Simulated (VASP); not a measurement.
Here is a VASP 6.6.1 calculation.

The input POSCAR:

```
NaSe
1.0
    0.0000000000      2.9932610000      2.9932610000
    2.9932610000      0.0000000000      2.9932610000
    2.9932610000      2.9932610000      0.0000000000
Na Se
1 1
Direct
    0.0000000000      0.0000000000      0.0000000000
    0.5000000000      0.5000000000      0.5000000000
```

Contents of INCAR.step1:

```
PREC = Accurate
ENCUT = 600
ISMEAR = -1
SIGMA = 0.05
LREAL = False
LASPH = True
NELM = 80
GGA = PE
ALGO = Normal
EDIFF = 1E-4
LWAVE = True
LCHARG = False
```

Contents of INCAR.step2:

```
PREC = Accurate
ENCUT = 600
EDIFF = 1E-6
ISMEAR = -1
SIGMA = 0.05
LREAL = False
LASPH = True
NELM = 80
ALGO = Normal
ISIF = 8
LWAVE = False
LCHARG = False
METAGGA = R2SCAN
LMIXTAU = True
IBRION = 2
NSW = 60
EDIFFG = -0.01
ISTART = 1
```

File KPOINTS:

```
regular mesh
0
Gamma
  13 13 13
```

Potentials or basis: VASP PAW PBE potentials, release 64 (Na_pv, Se).

Run with:

```bash
$ cat potpaw_PBE.64/Na_pv/POTCAR potpaw_PBE.64/Se/POTCAR > POTCAR
$ cp INCAR.step1 INCAR
$ mpirun -np 1 vasp_std > vasp.out
$ cp INCAR.step2 INCAR
$ mpirun -np 1 vasp_std > vasp.out
```

(1) What does it give for the relaxed volume?

(2) Estimate the relaxed cell.

(3) What does it give for the space group after relaxing (to 0.1 Å)?

Results:

(1) 25.18 Å³/atom.

(2) a = 4.145 Å, b = 4.145 Å, c = 4.145 Å, α = 60.00°, β = 60.00°, γ = 60.00°.

(3) Fm-3m (No. 225).

Caveat: the PAW data sets were made with another functional, which shifts forces and pressure a little.
